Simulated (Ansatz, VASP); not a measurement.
## SnTe: VASP beside Ansatz

Contents of INCAR:

```
  ALGO = Normal
  EDIFF = 1E-8
  ENCUT = 520
  GGA = PE
  ISIF = 2
  ISMEAR = -1
  LASPH = T
  LCHARG = F
  LEFG = T
  LREAL = F
  LWAVE = F
  NBANDS = 17
  NELM = 100
  PREC = Accurate
  SIGMA = 0.08
```

The input KPOINTS:

```
k-points
0
Gamma
  11 11 11
```

File POSCAR:

```
SnTe
1.0
    0.0000000000      3.1565000000      3.1880650000
    3.1565000000      0.0000000000      3.1880650000
    3.1565000000      3.1565000000      0.0000000000
Sn Te
1 1
Direct
    0.0000000000      0.0000000000      0.0000000000
    0.5000000000      0.5000000000      0.5000000000
```

Input for Ansatz:

```yaml
crystal:
  lattice:
    - [0.0, 3.1565, 3.188065]
    - [3.1565, 0.0, 3.188065]
    - [3.1565, 3.1565, 0.0]
  atoms:
    - { symbol: Sn, position: [0.0, 0.0, 0.0] }
    - { symbol: Te, position: [0.5, 0.5, 0.5] }
kpoints:
  mp_grid: { grid: [11, 11, 11] }
scf:
  occupations: { method: fermi_dirac, width: 0.08 }
hamiltonian:
  xc: pbe
  pseudopotentials: { kind: all_electron, datasets: crystal }
output:
  forces: true
  stress: true
  eigenvalues: true
  efg: { contact_densities: true }
```

Change from the starting cell: zz strain of +1 %, crystal datasets.

Alike in both runs: task electric field gradients; functional PBE; k mesh 11 × 11 × 11; occupations fermi-dirac, width 0.08 eV; no spin polarisation.

|  | VASP | Ansatz |
| --- | --- | --- |
| version | VASP 6.6.1 | Ansatz 0.2.0 |
| potentials or method | VASP PAW PBE potentials, release 64 (Sn_d, Te), cutoff 520 eV | all-electron PAW with datasets made for the crystal, scalar-relativistic |

```csv
,VASP,Ansatz,Ansatz less VASP
pressure (GPa),1.5,1.6,+0.02
"traceless stress, the component that is largest in VASP (GPa)",-0.84,-0.84,+0.002
size of Vzz on the site where it differs most (V/Å²),14.7,15.1,+0.46
```

Ansatz ran all-electron here, and VASP with PAW potentials.

Spin-orbit coupling is off throughout.
